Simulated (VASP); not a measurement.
Write the native input for VASP 6.6.1 that does the following.

```
Task                   : single point
Functional             : r2SCAN
Dispersion             : D3(BJ)
Potentials or basis    : VASP PAW PBE potentials, release 64 (Zn)
Cutoff                 : 550 eV
k mesh                 : 20 × 20 × 20
Occupations            : fermi-dirac, width 0.1 eV
Spin                   : no spin polarisation
Dipole correction      : no
Further INCAR settings : ALGO = Normal; EDIFF = 1e-06; NBANDS = 12
```

Zn:

```
CELL_PARAMETERS angstrom
0.00000 1.79520 1.79520
1.79520 0.00000 1.79520
1.79520 1.79520 0.00000
ATOMIC_POSITIONS crystal
Zn 0.00000 0.00000 0.00000
```

This isn't the form of Zn at room conditions, which is hcp.

The input as run:

POSCAR

```
Zn
1.0
    0.0000000000      1.7951962240      1.7951962240
    1.7951962240      0.0000000000      1.7951962240
    1.7951962240      1.7951962240      0.0000000000
Zn
1
Direct
    0.0000000000      0.0000000000      0.0000000000
```

INCAR.step1

```
PREC = Accurate
ENCUT = 550
ISMEAR = -1
SIGMA = 0.1
LREAL = F
LASPH = T
NELM = 120
NBANDS = 12
GGA = PE
ALGO = Normal
EDIFF = 1E-5
LWAVE = T
LCHARG = F
GGA_COMPAT = F
```

INCAR.step2

```
PREC = Accurate
ENCUT = 550
EDIFF = 1E-6
ISMEAR = -1
SIGMA = 0.1
LREAL = F
LASPH = T
NELM = 120
ALGO = Normal
ISIF = 2
LWAVE = F
LCHARG = T
METAGGA = R2SCAN
LMIXTAU = T
IVDW = 12
VDW_S6 = 1.0
VDW_S8 = 0.78981345
VDW_A1 = 0.49484001
VDW_A2 = 5.73083694
LELF = T
LVHAR = T
NBANDS = 12
ISTART = 1
GGA_COMPAT = F
```

KPOINTS

```
Automatic mesh
0
Gamma
  20 20 20
```

Potentials or basis: VASP PAW PBE potentials, release 64 (Zn).

Command:

```bash
$ cat potpaw_PBE.64/Zn/POTCAR > POTCAR
$ cp INCAR.step1 INCAR
$ mpirun -np 1 vasp_std > vasp.out
$ cp INCAR.step2 INCAR
$ mpirun -np 1 vasp_std > vasp.out
```

It gave:

| Property | Result |
| --- | --- |
| Pressure | 29.1 GPa |
| Band gap on the k mesh | zero (bands 6 and 7 overlap by 3.34 eV) |
| Dispersion energy per atom | -0.251 eV |

Caveat: three body term missing; the cell stands under pressure; the PAW data sets were made with another functional, which shifts forces and pressure a little.

Wall time 55 s on 1 thread of Intel(R) Xeon(R) 6975P-C (Granite Rapids), on a shared host, peak memory 0.17 GiB.
